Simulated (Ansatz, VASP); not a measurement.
## ReBPt: VASP beside Ansatz

```
Re B Pt
1.0
     3.05760    0.00000    0.00000
     0.00000    3.05760    0.00000
     0.00000    0.00000    8.45648
Re B Pt
2 2 2
Direct
  0.00000 0.50000 0.42080
  0.50000 0.00000 0.57920
  0.00000 0.00000 0.00000
  0.50000 0.50000 0.00000
  0.00000 0.50000 0.82407
  0.50000 0.00000 0.17593
```

Change from the starting cell: species swapped into the NiPRh type (P4/nmm, No. 129).

Alike in both runs: functional PBE; k mesh 6 × 6 × 4; occupations gaussian, width 0.1 eV; no spin polarisation.

Ansatz relaxed the structure, and its values are those at the end. VASP's run is a single point on that final structure, the one shown.

```csv
,VASP,Ansatz
version,VASP 6.6.1,Ansatz 0.2.0
potentials or method,"VASP PAW PBE potentials, release 64 (Re, B, Pt), cutoff 520 eV","scalar-relativistic, plane waves, PAW"
valence electrons in the cell,40,72
```

VASP gave:

```
gap on the k mesh at the Fermi level (eV) : none
pressure (GPa)                            : -0.5
rms of the force components (eV/Å)        : 0.044
```

Question: Estimate Ansatz's values.

Answer: gap on the k mesh at the Fermi level (eV): none; pressure (GPa): 0.0; rms of the force components (eV/Å): 0.002.

A gap of «none» marks a metal or a gap that the smearing closes. VASP's potentials hold 40 valence electrons a cell and Ansatz's 72, so a difference there can come from the potentials and not from the codes.

Spin-orbit coupling is off throughout.
